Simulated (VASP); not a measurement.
A run of VASP 6.6.1 is set up as follows.

Contents of INCAR:

```
PREC = Accurate ; ENCUT = 520
EDIFF = 1E-7 ; ISMEAR = 0
SIGMA = 0.1 ; LREAL = False
LASPH = True ; NELM = 150
ALGO = Fast ; ISIF = 2
LWAVE = False ; LCHARG = False
ISPIN = 2 ; MAGMOM = 0 0.3 0.3 0.3
LORBIT = 11 ; LMAXMIX = 4
GGA = PE ; NBANDS = 28
```

Contents of KPOINTS:

```
Automatic mesh
0
Gamma
  12 12 12
```

Contents of POSCAR:

```
AlNi3
1.0
    3.6366315224      0.0000000000      0.0000000000
    0.0000000000      3.6366315224      0.0000000000
    0.0000000000      0.0000000000      3.6366315224
Al Ni
1 3
Direct
    0.0000000000      0.0000000000      0.0000000000
    0.0000000000      0.5000000000      0.5000000000
    0.5000000000      0.0000000000      0.5000000000
    0.5000000000      0.5000000000      0.0000000000
```

Potentials or basis: VASP PAW PBE potentials, release 64 (Al, Ni).

Launch:

```bash
$ cat potpaw_PBE.64/Al/POTCAR potpaw_PBE.64/Ni/POTCAR > POTCAR
$ mpirun -np 1 vasp_std > vasp.out
```

(1) Predict the net moment.

(2) What does it give for the site moments?

Results:

(1) 0.74 μB per cell.

(2) Al -0.01; Ni +0.27 μB.
